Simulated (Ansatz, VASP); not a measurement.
Pb in VASP and in Ansatz

```
Pb
1.0
     3.51248    0.00000    0.00000
    -1.75624    3.04190    0.00000
     0.00000    0.00000   16.83737
Pb
6
Cartesian
  0.0000 0.0000 0.0000
  0.0000 2.0279 2.8223
  1.7562 1.0140 5.5964
  0.0000 0.0000 8.4187
  1.7562 1.0140 11.2410
  0.0000 2.0279 14.0151
```

Alike in both runs: functional PBEsol; k mesh 15 × 15 × 3; occupations gaussian, width 0.1 eV; no spin polarisation.

Ansatz relaxed the structure, and its values are those at the end. VASP's run is a single point on that final structure, the one shown.

```csv
,VASP,Ansatz
version,VASP 6.6.1,Ansatz 0.2.0
potentials or method,"VASP PAW PBE potentials, release 64 (Pb_d), cutoff 520 eV","scalar-relativistic, plane waves, PAW"
valence electrons in the cell,84,84
```

Ansatz gave:

```
gap on the k mesh at the Fermi level (eV) : none
pressure (GPa)                            : 0.0
```

Question: Which values does VASP return?

Answer: gap on the k mesh at the Fermi level (eV): none; pressure (GPa): -0.1.

VASP's potentials were made for PBE, not for PBEsol. A gap of «none» marks a metal or a gap that the smearing closes.

Spin-orbit coupling is off throughout.
